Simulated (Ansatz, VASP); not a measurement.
Two plane-wave programs on GaAs

INCAR

```
SYSTEM = GaAs
PREC = Accurate ; ENCUT = 520
EDIFF = 1E-6 ; ISMEAR = 0
SIGMA = 0.01 ; LREAL = .FALSE.
LASPH = .TRUE. ; NELM = 150
ALGO = Normal ; ISIF = 2
LWAVE = .FALSE. ; LCHARG = .TRUE.
MAGMOM = 0 0 0 0 0 0 ; LORBIT = 11
LSORBIT = .TRUE. ; GGA_COMPAT = .FALSE.
LORBMOM = .TRUE. ; LVHAR = .TRUE.
NBANDS = 30
```

KPOINTS

```
regular mesh
0
G
  8 8 8
  0 0 0
```

POSCAR

```
GaAs
1.0
    0.0000000000      2.8265000000      2.8265000000
    2.8265000000      0.0000000000      2.8265000000
    2.8265000000      2.8265000000      0.0000000000
Ga As
1 1
Direct
    0.0000000000      0.0000000000      0.0000000000
    0.2500000000      0.2500000000      0.2500000000
```

Input for Ansatz:

```yaml
crystal:
  lattice:
    - [0.0, 2.8265, 2.8265]
    - [2.8265, 0.0, 2.8265]
    - [2.8265, 2.8265, 0.0]
  atoms:
    - { symbol: Ga, position: [0.0, 0.0, 0.0] }
    - { symbol: As, position: [0.25, 0.25, 0.25] }
scf:
  occupations: { method: gaussian, width: 0.01 }
  n_extra_bands: 8
output:
  eigenvalues: true
  eigenstates:
    kpoints: [[0, 0, 0], [0.5, 0.5, 0.5], [0.5, 0.5, 0]]
    e_range: [-5, 5]
  write_density: true
  write_potential: true
  elf: true
  volumetric_format: npy
hamiltonian:
  xc: lda
  pseudopotentials: { kind: paw_fr }
kpoints:
  mp_grid: { grid: [8, 8, 8] }
magnetization:
  noncollinear: true
  spin_orbit: true
```

Alike in both runs: task single point; functional LDA; k mesh 8 × 8 × 8; occupations gaussian, width 0.01 eV; non-collinear spin, spin-orbit coupling.

```csv
,VASP,Ansatz
version,VASP 6.6.1,Ansatz 0.2.0
potentials or method,"VASP PAW LDA potentials, release 64 (Ga_d, As)","plane waves, PAW"
plane-wave cutoff (eV),520,420
valence electrons in the cell,18,28
```

```tsv
	VASP	Ansatz	Ansatz less VASP
net moment per atom (μB)	0.00	0.00	0.000
```

LDA's correlation is that of Perdew and Zunger in VASP and of Perdew and Wang (1992) in Ansatz. VASP's potentials hold 18 valence electrons a cell and Ansatz's 28, so a difference there can come from the potentials and not from the codes.
